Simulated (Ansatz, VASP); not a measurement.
Two plane-wave programs on LaAl2N3

```
La N Al
1.0
    -1.74285    1.74285    6.49597
     1.74285   -1.74285    6.49597
     1.74285    1.74285   -6.49597
La N Al
1 3 2
Direct
  0.00000 0.00000 0.00000
  0.81625 0.81625 0.00000
  0.18375 0.18375 0.00000
  0.50000 0.50000 0.00000
  0.32760 0.32760 0.00000
  0.67240 0.67240 0.00000
```

Alike in both runs: task single point; functional r2SCAN; k mesh 8 × 8 × 8; occupations fermi-dirac, width 0.02 eV; no spin polarisation.

|  | VASP | Ansatz |
| --- | --- | --- |
| version | VASP 6.6.1 | Ansatz 0.2.0 |
| potentials or method | VASP PAW PBE potentials, release 64 (La, N, Al) | plane waves, PAW |
| plane-wave cutoff (eV) | 520 | 500 |
| valence electrons in the cell | 32 | 32 |

```tsv
	VASP	Ansatz	Ansatz less VASP
pressure (GPa)	-5.3	-4.8	+0.48
rms of the force components (eV/Å)	0.065	0.078	+0.0128
```

VASP's potentials were made for PBE, not for r2SCAN.

Spin-orbit coupling is off throughout.
